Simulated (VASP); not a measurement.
A run of VASP 6.6.1:

Contents of INCAR:

```
  PREC = Accurate
  ENCUT = 520
  EDIFF = 1E-6
  ISMEAR = 0
  SIGMA = 0.15
  LREAL = F
  LASPH = T
  NELM = 80
  ALGO = Fast
  ISIF = 2
  LWAVE = F
  LCHARG = F
  GGA = PE
  NBANDS = 39
  LUSENCCL = F
```

KPOINTS

```
Automatic mesh
0
Gamma
  14 14 5
```

POSCAR

```
Pt
1.0
   -3.1627959429      0.0000000000      0.0000000000
    0.0000000000     -3.1627959429      0.0000000000
   -0.5271326571     -0.5271326571      9.2383878288
Pt
6
Direct
    0.4857381169      0.4857381169      0.0855712989
   -0.1569092441     -0.1569092441      0.9414554644
    0.4286791725      0.4286791725      0.4279249651
   -0.0427913553     -0.0427913553      0.2567481320
    0.3716202281      0.3716202281      0.7702786313
   -0.0998502997     -0.0998502997      0.5991017982
```

Potentials or basis: VASP PAW PBE potentials, release 64 (Pt).

Command:

```console
$ cat potpaw_PBE.64/Pt/POTCAR > POTCAR
$ mpirun -np 1 vasp_std > vasp.out
```

Hardware: 1 × NVIDIA H100 80GB with 1 thread of AMD EPYC 7R13 Processor (Zen 3), on a shared host.

Question: How long does it take, and how much memory?

Answer: It took 12 min on 1 × NVIDIA H100 80GB with 1 thread of AMD EPYC 7R13 Processor (Zen 3), on a shared host, peak memory 1.7 GiB. Counts: scf iterations 16, k points 267.
